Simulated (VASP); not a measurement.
# C (C2/m) in VASP: single point with LDA

Aim: the single point of C with LDA.

All numbers are computed with VASP 6.6.1; they aren't measurements. Logs are shortened: lines on timing, memory, paths and dates and some standing lists are left out, and cuts for length are marked.

### 1 The cell of the first run

Symmetry: C2/m, No. 12, monoclinic system. Conventional cell: a = 4.254 Å, b = 2.456 Å, c = 3.635 Å, α = 90.00°, β = 112.96°, γ = 90.00°. C (site symmetry m) has 3 C at 1.33 to 1.62 Å within 1.8 Å.

### 2 Single point, LDA (atom 1 (C) moved by (+0.000, +0.200) A along x and y)

INCAR

```
ALGO = Normal
EDIFF = 1E-6
ENCUT = 520
ISIF = 2
ISMEAR = 0
LASPH = T
LCHARG = F
LREAL = F
LWAVE = F
NBANDS = 11
NELM = 60
PREC = Accurate
SIGMA = 0.05
```

KPOINTS

```
k-points
0
Gamma
  12 12 12
```

POSCAR

```
C
1.0
    1.2280263465      0.7090013417      3.3470108394
   -1.2280263465      0.7090013417      3.3470108394
    0.0000000000     -1.4180026834      3.3470108394
C
2
Direct
    0.2110144855      0.2110144855      0.0699710289
    0.8360000000      0.8360000000      0.8360000000
```

Potentials or basis: VASP PAW LDA potentials, release 64 (C).

On the command line:

```sh
> cat potpaw_LDA.64/C/POTCAR > POTCAR
> mpirun -np 1 vasp_std > vasp.out
```

OUTCAR:

```text
EDIFF = 1E-6
   ENCUT = 520
   ISIF = 2
   ISMEAR = 0
   LASPH = T
   LREAL = F
   NELM = 60
   PREC = Accurate

 ion  position               nearest neighbor table
   1  0.211  0.211  0.070-   2 1.33   2 1.33   2 1.62
   2  0.836  0.836  0.836-   1 1.33   1 1.33   1 1.62

  LATTYP: Found a trigonal (rhomboedric) cell.
 ALAT       =     3.6349983727
 COS(alpha) =     0.7717362630

  Lattice vectors:

 A1 = (   1.2280263465,   0.7090013417,   3.3470108394)
 A2 = (  -1.2280263465,   0.7090013417,   3.3470108394)
 A3 = (   0.0000000000,  -1.4180026834,   3.3470108394)

Analysis of symmetry for initial positions (statically):
=====================================================================
 Subroutine PRICEL returns:
 Original cell was already a primitive cell.

 Routine SETGRP: Setting up the symmetry group for a
 trigonal (rhombohedral) supercell.

 Subroutine GETGRP returns: Found  4 space group operations
 (whereof  2 operations were pure point group operations)
 out of a pool of 12 trial point group operations.

The static configuration has the point symmetry C_1h.
 The point group associated with its full space group is C_2h.

Analysis of symmetry for dynamics (positions and initial velocities):
=====================================================================
 Subroutine PRICEL returns:
 Original cell was already a primitive cell.

 Routine SETGRP: Setting up the symmetry group for a
 trigonal (rhombohedral) supercell.

 Subroutine GETGRP returns: Found  4 space group operations
 (whereof  2 operations were pure point group operations)
 out of a pool of 12 trial point group operations.

The dynamic configuration has the point symmetry C_1h.
 The point group associated with its full space group is C_2h.

 Subroutine INISYM returns: Found  4 space group operations
 (whereof  2 operations are pure point group operations),
 and found     1 'primitive' translations

----------------------------------------------------------------------------------------

                                     Primitive cell

  volume of cell :      17.4849

  direct lattice vectors                    reciprocal lattice vectors
     1.228026347  0.709001342  3.347010839     0.407157388  0.235072428  0.099591352
    -1.228026347  0.709001342  3.347010839    -0.407157388  0.235072428  0.099591352
     0.000000000 -1.418002683  3.347010839     0.000000000 -0.470144855  0.099591352

  length of vectors
     3.634998373  3.634998373  3.634998373     0.480577384  0.480577384  0.480577384

  position of ions in fractional coordinates (direct lattice)
     0.211014486  0.211014486  0.069971029
     0.836000000  0.836000000  0.836000000

  ion indices of the primitive-cell ions
   primitive index   ion index
                 1           1
                 2           2

----------------------------------------------------------------------------------------

 KPOINTS: k-points

Automatic generation of k-mesh.
 Grid dimensions read from file:
 generate k-points for:   12   12   12

 Generating k-lattice:

  Cartesian coordinates                     Fractional coordinates (reciprocal lattice)
     0.033929782  0.019589369  0.008299279     0.083333333  0.000000000  0.000000000
    -0.033929782  0.019589369  0.008299279     0.000000000  0.083333333  0.000000000
     0.000000000 -0.039178738  0.008299279     0.000000000  0.000000000  0.083333333

  Length of vectors
     0.040048115  0.040048115  0.040048115

  Shift w.r.t. Gamma in fractional coordinates (k-lattice)
     0.000000000  0.000000000  0.000000000

 Subroutine IBZKPT returns following result:
 ===========================================

 Found    476 irreducible k-points:

 Following reciprocal coordinates:
            Coordinates               Weight
  0.000000  0.000000  0.000000      1.000000
  0.083333 -0.000000  0.000000      4.000000
  0.000000  0.000000  0.083333      2.000000
  0.166667 -0.000000  0.000000      4.000000
  0.000000  0.000000  0.166667      2.000000
  0.250000 -0.000000  0.000000      4.000000
[... 16 lines left out ...]
 -0.333333  0.000000 -0.083333      4.000000
  0.083333  0.000000  0.333333      4.000000
 [... further k-points ...]
   k-points           NKPTS =    476   k-points in BZ     NKDIM =    476   number of bands    NBANDS=     11
   number of dos      NEDOS =    301   number of ions     NIONS =      2
   total plane-waves  NPLWV =  21952
   dimension x,y,z NGX =    28 NGY =   28 NGZ =   28
   dimension x,y,z NGXF=    56 NGYF=   56 NGZF=   56
   ions per type =               2
   NGX,Y,Z   is equivalent  to a cutoff of  12.81, 12.81, 12.81 a.u.
   NGXF,Y,Z  is equivalent  to a cutoff of  25.61, 25.61, 25.61 a.u.
 SYSTEM =  unknown system
   PREC   = accura    normal or accurate (medium, high low for compatibility)
   ISTART =      0    job   : 0-new  1-cont  2-samecut
   ICHARG =      2    charge: 1-file 2-atom 10-const
   ISPIN  =      1    spin polarized calculation?
   LNONCOLLINEAR =      F non collinear calculations
   LSORBIT =      F    spin-orbit coupling
   LASPH  =      T    aspherical Exc in radial PAW
   ENCUT  =  520.0 eV  38.22 Ry    6.18 a.u.   6.76  6.76  6.76*2*pi/ulx,y,z
   NELM   =     60;   NELMIN=  2; NELMDL= -5     # of ELM steps
   EDIFF  = 0.1E-05   stopping-criterion for ELM
   LREAL  =      F    real-space projection
   EDIFFG = 0.1E-04   stopping-criterion for IOM
   NSW    =      0    number of steps for IOM
   IBRION =     -1    ionic relax: 0-MD 1-quasi-New 2-CG
   NFREE  =      0    steps in history (QN), initial steepest desc. (CG)
   ISIF   =      2    stress and relaxation
   ISYM   =      2    0-nonsym 1-usesym 2-fastsym
   POTIM  = 0.5000    time-step for ionic-motion
   TEBEG  =    0.0;   TEEND  =   0.0 temperature during run
   PSTRESS=    0.0 pullay stress
   NELECT =       8.0000    total number of electrons
   NUPDOWN=      -1.0000    fix difference up-down
   EMIN   =  10.00;   EMAX   =-10.00  energy-range for DOS
   EFERMI =   0.00;   METHOD = LEGACY
   ISMEAR =     0;   SIGMA  =   0.05  broadening in eV -4-tet -1-fermi 0-gaus
   EFERMI_NEDOS =   21; number of points for ismear=-14 and -15
   IALGO  =     38    algorithm
   IMIX   =      4    mixing-type and parameters
     AMIX     =   0.40;   BMIX     =  1.00
     AMIX_MAG =   1.60;   BMIX_MAG =  1.00
  volume/ion in A,a.u.               =       8.74        59.00
  Fermi-wavevector in a.u.,A,eV,Ry     =   1.261490  2.383870 21.651724  1.591357
  Thomas-Fermi vector in A             =   2.394946
   LORBIT       =      0    0 simple, 1 ext, 2 COOP (PROOUT), +10 PAW based schemes
   GGA     = CA    functional components
   LHFCALC =     F    Hartree Fock is set to
   AEXX    =    0.0000 exact exchange contribution
   IVDW    =     0    specifies the selected vdW correction
   LEPSILON=     F    determine dielectric tensor
   LRPA    =     F    only Hartree local field effects (RPA)
 non-spin polarized calculation
 Gauss-broadening in eV      SIGMA  =   0.05
  energy-cutoff  :      520.00
  volume of cell :       17.48
 maximum number of plane-waves:       483
   NGX = 13   NGY = 13   NGZ = 13

 number of electron       8.0000000 magnetization

 Free energy of the ion-electron system (eV)
  ---------------------------------------------------
  ext. energy  EPLUGINS =         0.00000000
  ---------------------------------------------------
  free energy    TOTEN  =       -19.29971698 eV

  energy without entropy =      -19.29950951  energy(sigma->0) =      -19.29961325

 E-fermi :   4.8946     XC(G=0): -10.7783

 val. band max:        4.7937532979   @ k =  -0.1667   0.4167   0.0833
 cond. band min:       4.9059368633   @ k =   0.4167  -0.0000  -0.3333
 fundamental gap:      0.1121835654
 Fermi energy:         4.8946031963

 k-point     1 :       0.0000    0.0000    0.0000
  band No.  band energies     occupation
      1     -14.9474      2.00000
      2      -2.0820      2.00000
      3      -1.1983      2.00000
      4       4.9536      0.09518
      5       8.4815      0.00000
      6       9.2184      0.00000
      7      16.2868      0.00000
      8      17.0298      0.00000
      9      17.8914      0.00000
     10      26.7106      0.00000
     11      29.3177      0.00000

 k-point     2 :       0.0833   -0.0000    0.0000
  band No.  band energies     occupation
      1     -14.7841      2.00000
      2      -1.9126      2.00000
      3      -1.5675      2.00000
      4       4.2504      2.00000
      5       8.6754      0.00000
      6       9.7656      0.00000
      7      15.5988      0.00000
      8      17.2960      0.00000
      9      18.2027      0.00000
     10      27.3311      0.00000
     11      28.5655      0.00000

 k-point     3 :       0.0000    0.0000    0.0833
  band No.  band energies     occupation
      1     -14.7768      2.00000
      2      -1.9308      2.00000
      3      -1.3741      2.00000
      4       3.6726      2.00000
      5       8.6114      0.00000
      6      10.1843      0.00000
      7      15.8719      0.00000
      8      17.5654      0.00000
      9      17.9959      0.00000
     10      27.1530      0.00000
     11      27.8190      0.00000
[... 267 lines left out ...]
 k-point    23 :      -0.3333    0.0000   -0.0833
  band No.  band energies     occupation
      1     -12.8620      2.00000
      2      -5.0387      2.00000
      3       0.0686      2.00000
      4       0.4901      2.00000
      5       9.7916      0.00000
      6      11.7066      0.00000
      7      12.1245      0.00000
      8      19.7233      0.00000
      9      20.9375      0.00000
     10      23.3600      0.00000
     11      27.7318      0.00000

 k-point    24 :       0.0833    0.0000    0.3333
  band No.  band energies     occupation
      1     -12.7601      2.00000
      2      -3.0352      2.00000
      3      -2.6334      2.00000
      4      -0.3482      2.00000
      5      10.7449      0.00000
      6      12.4791      0.00000
      7      12.9275      0.00000
      8      18.9627      0.00000
      9      20.9635      0.00000
     10      23.6249      0.00000
     11      26.1388      0.00000

 [... further k-points ...]

------------------------ aborting loop because EDIFF is reached ----------------------------------------

  FORCE on cell =-STRESS in cart. coord.  units (eV):
  Direction    XX          YY          ZZ          XY          YZ          ZX
  --------------------------------------------------------------------------------------
  -------------------------------------------------------------------------------------
  Total        3.9638040     -0.3561498     -0.1007264      0.0000000      0.3907465      0.0000000
  in kB      363.2115444    -32.6347424     -9.2297635      0.0000000     35.8049111      0.0000000
  external PRESSURE =     107.1156795 kB  Pullay stress =       0.0000000 kB

 VOLUME and BASIS-vectors are now :
 -----------------------------------------------------------------------------
  energy-cutoff  :      520.00
  volume of cell :       17.48
      direct lattice vectors                 reciprocal lattice vectors
     1.228026347  0.709001342  3.347010839     0.407157388  0.235072428  0.099591352
    -1.228026347  0.709001342  3.347010839    -0.407157388  0.235072428  0.099591352
     0.000000000 -1.418002683  3.347010839     0.000000000 -0.470144855  0.099591352

 POSITION                                       TOTAL-FORCE (eV/Angst)
 -----------------------------------------------------------------------------------
      0.00000      0.20000      1.64673         0.000000     -7.729284      0.691691
      0.00000      0.00000      8.39430         0.000000      7.729284     -0.691691
 -----------------------------------------------------------------------------------
    total drift:                                0.000000      0.000000     -0.000001

  FREE ENERGIE OF THE ION-ELECTRON SYSTEM (eV)
  ---------------------------------------------------
  free  energy   TOTEN  =       -19.2997169832 eV

  energy  without entropy=      -19.2995095071  energy(sigma->0) =      -19.29961325
```

It took 66 s on 1 thread of Intel Xeon Platinum 8488C (Sapphire Rapids), shared host; peak memory 0.19 GiB.

Results:

```
Free energy            : -19.2997 eV
Pressure               : 10.7 GPa
Largest force          : 7.760 eV/Å
Band gap on the k mesh : zero (bands 4 and 5 overlap by 0.20 eV)
```

Forces on the atoms (eV/Å):
```
C    0.000 -7.729  0.692
C    0.000  7.729 -0.692
```

Stress tensor (GPa, compression positive):
```
36.32  0.00  0.00
 0.00 -3.26  3.58
 0.00  3.58 -0.92
```

Caveat: the cell differs from its parent crystal (atom 1 (C) moved by (+0.000, +0.200) A along x and y); the stress differs along the axes, from -3 to 36 GPa; forces of over 1 eV/Å act on the atoms, so gaps and moduli don't describe the material at rest.

The gap in the log of VASP goes by the Fermi energy; the results here count the filled bands.